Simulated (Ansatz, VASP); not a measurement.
Two plane-wave programs on Ge

```
Ge
1.0
     0.00000    2.82891    2.82891
     2.82891    0.00000    2.82891
     2.82891    2.82891    0.00000
Ge
2
Direct
  0.75000 0.75000 0.75000
  0.50000 0.50000 0.50000
```

Alike in both runs: functional PBE; k mesh 8 × 8 × 8; occupations fermi-dirac, width 0.05 eV; non-collinear spin, spin-orbit coupling.

|  | VASP | Ansatz |
| --- | --- | --- |
| version | VASP 6.6.1 | Ansatz 0.2.0 |
| potentials or method | VASP PAW PBE potentials, release 64 (Ge_d) | Ansatz PAW |
| plane-wave cutoff (eV) | 520 | 420 |
| valence electrons in the cell | 28 | 28 |
| task | single point | band structure |

```csv
,VASP,Ansatz,Ansatz less VASP
pressure (GPa),3.6,3.6,+0.04
```

With one functional, cell and mesh, what is left measures potentials, basis and numerics.
